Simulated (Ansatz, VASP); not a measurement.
## One calculation of C, two programs

```
C
1.0
    -1.18407    1.18407    1.18407
     1.18407   -1.18407    1.18407
     1.18407    1.18407   -1.18407
C
1
Direct
  0.00000 0.00000 0.00000
```

Alike in both runs: functional PBE; k mesh 16 × 16 × 16; occupations fermi-dirac, width 0.03 eV; no spin polarisation.

Ansatz relaxed the structure, and its values are those at the end. VASP's run is a single point on that final structure, the one shown.

|  | VASP | Ansatz |
| --- | --- | --- |
| version | VASP 6.6.1 | Ansatz 0.2.0 |
| potentials or method | VASP PAW PBE potentials, release 64 (C) | PAW with Ansatz's default frozen-core files, scalar-relativistic |
| plane-wave cutoff (eV) | 520 | 420 |
| valence electrons in the cell | 4 | 4 |

Ansatz gave:

```
pressure (GPa) : 0.0
```

Estimate VASP's values.

pressure (GPa): 0.1.
